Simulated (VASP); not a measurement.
# Sn (Immm) in VASP: notebook

Runs on Sn. Level: PBEsol. Tasks: single point.

Everything below comes from runs of VASP 6.6.1. Logs are shortened: lines on timing, memory, paths and dates and some standing lists are left out, and cuts for length are marked.

## Step 1: The cell of the first run

Symmetry: Immm, No. 71, orthorhombic system. Conventional cell: a = 3.453 Å, b = 3.551 Å, c = 4.677 Å, α = 90.00°, β = 90.00°, γ = 90.00°. Sn (site symmetry mmm) has 12 Sn at 3.41 to 3.55 Å within 4.5 Å.

## Step 2: Single point, PBEsol

Input file INCAR:

```
ALGO = Normal ; EDIFF = 1E-6
ENCUT = 520 ; GGA = PS
ISIF = 2 ; ISMEAR = -1
LASPH = T ; LCHARG = T
LELF = T ; LREAL = F
LVHAR = T ; LWAVE = F
NBANDS = 13 ; NELM = 100
PREC = Accurate ; SIGMA = 0.3
```

Input file KPOINTS:

```
k-points
0
Gamma
  11 11 11
```

Input file POSCAR:

```
Sn
1.0
    3.4060750000      0.0000000000      0.0000000000
   -0.1954335462      3.4004635911      0.0000000000
   -1.5549314988     -1.7478085993      2.4756211423
Sn
1
Direct
    0.0000000000      0.0000000000      0.0000000000
```

Potentials or basis: VASP PAW PBE potentials, release 64 (Sn_d).

On the command line:

```sh
cat potpaw_PBE.64/Sn_d/POTCAR > POTCAR
mpirun -np 1 vasp_std > vasp.out
```

OUTCAR:

```text
EDIFF = 1E-6
   ENCUT = 520
   GGA = PS
   ISIF = 2
   ISMEAR = -1
   LASPH = T
   LREAL = F
   NELM = 100
   PREC = Accurate

 ion  position               nearest neighbor table
   1  0.000  0.000  0.000-

  LATTYP: Found a body centered orthorhombic cell.
 ALAT       =     3.4530778087
 B/A-ratio  =     1.0283851104
 C/A-ratio  =     1.3543522733

  Lattice vectors:

 A1 = (   3.4060750000,   0.0000000000,   0.0000000000)
 A2 = (  -0.1954335462,   3.4004635911,   0.0000000000)
 A3 = (  -1.5549314988,  -1.7478085993,   2.4756211423)

Analysis of symmetry for initial positions (statically):
=====================================================================
 Subroutine PRICEL returns:
 Original cell was already a primitive cell.

 Routine SETGRP: Setting up the symmetry group for a
 body centered orthorhombic supercell.

 Subroutine GETGRP returns: Found  8 space group operations
 (whereof  8 operations were pure point group operations)
 out of a pool of  8 trial point group operations.

The static configuration has the point symmetry D_2h.

Analysis of symmetry for dynamics (positions and initial velocities):
=====================================================================
 Subroutine PRICEL returns:
 Original cell was already a primitive cell.

 Routine SETGRP: Setting up the symmetry group for a
 body centered orthorhombic supercell.

 Subroutine GETGRP returns: Found  8 space group operations
 (whereof  8 operations were pure point group operations)
 out of a pool of  8 trial point group operations.

The dynamic configuration has the point symmetry D_2h.

 Subroutine INISYM returns: Found  8 space group operations
 (whereof  8 operations are pure point group operations),
 and found     1 'primitive' translations

----------------------------------------------------------------------------------------

                                     Primitive cell

  volume of cell :      28.6732

  direct lattice vectors                    reciprocal lattice vectors
     3.406075000  0.000000000  0.000000000     0.293593065  0.016873562  0.196317948
    -0.195433546  3.400463591  0.000000000     0.000000000  0.294077549  0.207621134
    -1.554931499 -1.747808599  2.475621142     0.000000000  0.000000000  0.403939029

  length of vectors
     3.406075000  3.406075000  3.406075000     0.353584985  0.359983528  0.403939029

  position of ions in fractional coordinates (direct lattice)
     0.000000000  0.000000000  0.000000000

  ion indices of the primitive-cell ions
   primitive index   ion index
                 1           1

----------------------------------------------------------------------------------------

 KPOINTS: k-points

Automatic generation of k-mesh.
 Grid dimensions read from file:
 generate k-points for:   11   11   11

 Generating k-lattice:

  Cartesian coordinates                     Fractional coordinates (reciprocal lattice)
     0.026690279  0.001533960  0.017847086     0.090909091  0.000000000  0.000000000
     0.000000000  0.026734323  0.018874649     0.000000000  0.090909091  0.000000000
     0.000000000  0.000000000  0.036721730     0.000000000  0.000000000  0.090909091

  Length of vectors
     0.032144090  0.032725775  0.036721730

  Shift w.r.t. Gamma in fractional coordinates (k-lattice)
     0.000000000  0.000000000  0.000000000

 Subroutine IBZKPT returns following result:
 ===========================================

 Found    216 irreducible k-points:

 Following reciprocal coordinates:
            Coordinates               Weight
  0.000000  0.000000  0.000000      1.000000
  0.090909 -0.000000 -0.000000      4.000000
  0.181818  0.000000 -0.000000      4.000000
  0.272727  0.000000  0.000000      4.000000
  0.363636 -0.000000 -0.000000      4.000000
  0.454545  0.000000  0.000000      4.000000
[... 16 lines left out ...]
  0.454545  0.181818 -0.000000      8.000000
 -0.454545  0.181818  0.000000      8.000000
 [... further k-points ...]
   k-points           NKPTS =    216   k-points in BZ     NKDIM =    216   number of bands    NBANDS=     13
   number of dos      NEDOS =    301   number of ions     NIONS =      1
   total plane-waves  NPLWV =  21952
   dimension x,y,z NGX =    28 NGY =   28 NGZ =   28
   dimension x,y,z NGXF=    56 NGYF=   56 NGZF=   56
   ions per type =               1
   NGX,Y,Z   is equivalent  to a cutoff of  13.67, 13.67, 13.67 a.u.
   NGXF,Y,Z  is equivalent  to a cutoff of  27.33, 27.33, 27.33 a.u.
 SYSTEM =  unknown system
   PREC   = accura    normal or accurate (medium, high low for compatibility)
   ISTART =      0    job   : 0-new  1-cont  2-samecut
   ICHARG =      2    charge: 1-file 2-atom 10-const
   ISPIN  =      1    spin polarized calculation?
   LNONCOLLINEAR =      F non collinear calculations
   LSORBIT =      F    spin-orbit coupling
   LASPH  =      T    aspherical Exc in radial PAW
   ENCUT  =  520.0 eV  38.22 Ry    6.18 a.u.   6.33  6.33  6.33*2*pi/ulx,y,z
   NELM   =    100;   NELMIN=  2; NELMDL= -5     # of ELM steps
   EDIFF  = 0.1E-05   stopping-criterion for ELM
   LREAL  =      F    real-space projection
   EDIFFG = 0.1E-04   stopping-criterion for IOM
   NSW    =      0    number of steps for IOM
   IBRION =     -1    ionic relax: 0-MD 1-quasi-New 2-CG
   NFREE  =      0    steps in history (QN), initial steepest desc. (CG)
   ISIF   =      2    stress and relaxation
   ISYM   =      2    0-nonsym 1-usesym 2-fastsym
   POTIM  = 0.5000    time-step for ionic-motion
   TEBEG  =    0.0;   TEEND  =   0.0 temperature during run
   PSTRESS=    0.0 pullay stress
   NELECT =      14.0000    total number of electrons
   NUPDOWN=      -1.0000    fix difference up-down
   EMIN   =  10.00;   EMAX   =-10.00  energy-range for DOS
   EFERMI =   0.00;   METHOD = LEGACY
   ISMEAR =    -1;   SIGMA  =   0.30  broadening in eV -4-tet -1-fermi 0-gaus
   EFERMI_NEDOS =   21; number of points for ismear=-14 and -15
   IALGO  =     38    algorithm
   IMIX   =      4    mixing-type and parameters
     AMIX     =   0.40;   BMIX     =  1.00
     AMIX_MAG =   1.60;   BMIX_MAG =  1.00
  volume/ion in A,a.u.               =      28.67       193.50
  Fermi-wavevector in a.u.,A,eV,Ry     =   1.289116  2.436076 22.610435  1.661820
  Thomas-Fermi vector in A             =   2.421028
   LORBIT       =      0    0 simple, 1 ext, 2 COOP (PROOUT), +10 PAW based schemes
   GGA     = PS    functional components
   LHFCALC =     F    Hartree Fock is set to
   AEXX    =    0.0000 exact exchange contribution
   IVDW    =     0    specifies the selected vdW correction
   LEPSILON=     F    determine dielectric tensor
   LRPA    =     F    only Hartree local field effects (RPA)
 non-spin polarized calculation
  energy-cutoff  :      520.00
  volume of cell :       28.67
 maximum number of plane-waves:       788
 NGX is ok and might be reduce to    28
   NGX = 13   NGY = 13   NGZ = 13

 number of electron      13.9999998 magnetization

 Free energy of the ion-electron system (eV)
  ---------------------------------------------------
  ext. energy  EPLUGINS =         0.00000000
  ---------------------------------------------------
  free energy    TOTEN  =        -4.29024686 eV

  energy without entropy =       -4.12337748  energy(sigma->0) =       -4.20681217

 E-fermi :   7.3392     XC(G=0): -10.2535

 val. band max:        7.3371896477   @ k =   0.1818   0.1818   0.1818
 cond. band min:       7.3610562268   @ k =  -0.1818   0.3636   0.0000
 fundamental gap:      0.0238665791
 Fermi energy:         7.3391581180

 k-point     1 :       0.0000    0.0000    0.0000
  band No.  band energies     occupation
      1     -14.0961      2.00000
      2     -14.0823      2.00000
      3     -14.0619      2.00000
      4     -14.0320      2.00000
      5     -13.9968      2.00000
      6      -3.4234      2.00000
      7      14.3654      0.00000
      8      14.5100      0.00000
      9      14.9116      0.00000
     10      17.9751      0.00000
     11      18.4893      0.00000
     12      18.9893      0.00000
     13      19.1563      0.00000

 k-point     2 :       0.0909   -0.0000   -0.0000
  band No.  band energies     occupation
      1     -14.0923      2.00000
      2     -14.0767      2.00000
      3     -14.0607      2.00000
      4     -14.0302      2.00000
      5     -13.9975      2.00000
      6      -3.2639      2.00000
      7      12.8049      0.00000
      8      14.3135      0.00000
      9      14.6064      0.00000
     10      17.3416      0.00000
     11      19.0841      0.00000
     12      19.5581      0.00000
     13      20.5790      0.00000

 k-point     3 :       0.1818    0.0000   -0.0000
  band No.  band energies     occupation
      1     -14.0846      2.00000
      2     -14.0696      2.00000
      3     -14.0580      2.00000
      4     -14.0178      2.00000
      5     -13.9966      2.00000
      6      -2.7858      2.00000
      7      10.0973      0.00020
      8      13.9723      0.00000
      9      14.0026      0.00000
     10      16.9918      0.00000
     11      19.4765      0.00000
     12      19.4854      0.00000
     13      20.3984      0.00000

 k-point     4 :       0.2727    0.0000    0.0000
  band No.  band energies     occupation
      1     -14.0796      2.00000
      2     -14.0717      2.00000
      3     -14.0577      2.00000
      4     -13.9898      2.00000
      5     -13.9878      2.00000
      6      -1.9943      2.00000
      7       7.4553      0.80877
      8      13.3439      0.00000
      9      13.6916      0.00000
     10      16.8284      0.00000
     11      18.6036      0.00000
     12      18.6502      0.00000
     13      20.2367      0.00000

 k-point     5 :       0.3636   -0.0000   -0.0000
  band No.  band energies     occupation
      1     -14.0789      2.00000
      2     -14.0775      2.00000
      3     -14.0606      2.00000
      4     -13.9731      2.00000
      5     -13.9600      2.00000
      6      -0.9209      2.00000
      7       5.1052      1.99883
      8      12.8710      0.00000
      9      13.4655      0.00000
     10      16.8489      0.00000
     11      17.9217      0.00000
     12      17.9434      0.00000
     13      19.2378      0.00000

 k-point     6 :       0.4545    0.0000    0.0000
  band No.  band energies     occupation
      1     -14.0816      2.00000
      2     -14.0799      2.00000
      3     -14.0630      2.00000
      4     -13.9625      2.00000
      5     -13.9416      2.00000
      6       0.2358      2.00000
      7       3.3008      2.00000
      8      12.6203      0.00000
      9      13.3507      0.00000
     10      16.9936      0.00000
     11      17.5028      0.00000
     12      17.6071      0.00000
     13      18.6068      0.00000

 k-point     7 :       0.0000    0.0909    0.0000
  band No.  band energies     occupation
      1     -14.0899      2.00000
      2     -14.0800      2.00000
      3     -14.0573      2.00000
      4     -14.0311      2.00000
      5     -13.9984      2.00000
      6      -3.2573      2.00000
      7      13.2299      0.00000
      8      14.0680      0.00000
      9      14.4395      0.00000
     10      17.1932      0.00000
     11      18.9344      0.00000
     12      19.4679      0.00000
     13      20.4084      0.00000
[... 193 lines left out ...]
 k-point    20 :       0.1818    0.1818   -0.0000
  band No.  band energies     occupation
      1     -14.0739      2.00000
      2     -14.0693      2.00000
      3     -14.0306      2.00000
      4     -14.0190      2.00000
      5     -13.9763      2.00000
      6      -1.6614      2.00000
      7       8.3601      0.06438
      8       9.4659      0.00167
      9      13.9664      0.00000
     10      17.5465      0.00000
     11      18.5218      0.00000
     12      19.5605      0.00000
     13      20.2607      0.00000

 k-point    21 :       0.2727    0.1818   -0.0000
  band No.  band energies     occupation
      1     -14.0759      2.00000
      2     -14.0631      2.00000
      3     -14.0322      2.00000
      4     -13.9996      2.00000
      5     -13.9659      2.00000
      6      -0.6685      2.00000
      7       6.2055      1.95533
      8       8.9230      0.01014
      9      13.1684      0.00000
     10      16.4954      0.00000
     11      19.2622      0.00000
     12      19.7722      0.00000
     13      20.9420      0.00000

 k-point    22 :       0.3636    0.1818   -0.0000
  band No.  band energies     occupation
      1     -14.0839      2.00000
      2     -14.0541      2.00000
      3     -14.0350      2.00000
      4     -13.9779      2.00000
      5     -13.9637      2.00000
      6       0.4867      2.00000
      7       4.2804      1.99993
      8       8.8928      0.01121
      9      12.3878      0.00000
     10      15.6119      0.00000
     11      19.4088      0.00000
     12      20.3856      0.00000
     13      22.5300      0.00000

 k-point    23 :       0.4545    0.1818   -0.0000
  band No.  band energies     occupation
      1     -14.0908      2.00000
      2     -14.0513      2.00000
      3     -14.0336      2.00000
      4     -13.9810      2.00000
      5     -13.9526      2.00000
      6       0.9515      2.00000
      7       3.6410      1.99999
      8       9.2019      0.00401
      9      11.8093      0.00000
     10      15.0150      0.00000
     11      19.7019      0.00000
     12      20.9741      0.00000
     13      22.6425      0.00000

 k-point    24 :      -0.4545    0.1818    0.0000
  band No.  band energies     occupation
      1     -14.0965      2.00000
      2     -14.0565      2.00000
      3     -14.0294      2.00000
      4     -13.9897      2.00000
      5     -13.9505      2.00000
      6      -0.0445      2.00000
      7       5.0765      1.99894
      8       9.8150      0.00052
      9      11.4971      0.00000
     10      14.7319      0.00000
     11      19.7587      0.00000
     12      20.8055      0.00000
     13      22.1933      0.00000

 [... further k-points ...]
[... 5 lines left out ...]
  --------------------------------------------------------------------------------------
  -------------------------------------------------------------------------------------
  Total       -0.6033542     -0.6022109     -0.6098510      0.0099466      0.0354913     -0.0375895
  in kB      -33.7136984    -33.6498143    -34.0767225      0.5557854      1.9831495     -2.1003927
  external PRESSURE =     -33.8134117 kB  Pullay stress =       0.0000000 kB

 VOLUME and BASIS-vectors are now :
 -----------------------------------------------------------------------------
  energy-cutoff  :      520.00
  volume of cell :       28.67
      direct lattice vectors                 reciprocal lattice vectors
     3.406075000  0.000000000  0.000000000     0.293593065  0.016873562  0.196317948
    -0.195433546  3.400463591  0.000000000     0.000000000  0.294077549  0.207621134
    -1.554931499 -1.747808599  2.475621142     0.000000000  0.000000000  0.403939029

 POSITION                                       TOTAL-FORCE (eV/Angst)
 -----------------------------------------------------------------------------------
      0.00000      0.00000      0.00000         0.000000      0.000000      0.000000
 -----------------------------------------------------------------------------------
    total drift:                               -0.000000      0.000000     -0.000000

  FREE ENERGIE OF THE ION-ELECTRON SYSTEM (eV)
  ---------------------------------------------------
  free  energy   TOTEN  =        -4.2902468567 eV

  energy  without entropy=       -4.1233774838  energy(sigma->0) =       -4.20681217
```

Wall time 28 s (1 thread of AMD EPYC 9R45 (Zen 5), shared host); peak memory 0.18 GiB.

What came out:

```yaml
Free_energy: -4.2902 eV
Pressure: -3.4 GPa
Band_gap_on_the_k_mesh: zero (band 7 reaches 14.37 eV, above the bottom of band 8 at 5.58 eV)
```

Stress tensor (GPa, compression positive):
```
-3.37  0.06 -0.21
 0.06 -3.36  0.20
-0.21  0.20 -3.41
```

Caveat: the PAW data sets were made with another functional, which shifts forces and pressure a little; spin-orbit coupling is left out, which moves the levels of the heavy elements.

[end of part 1 of 2]
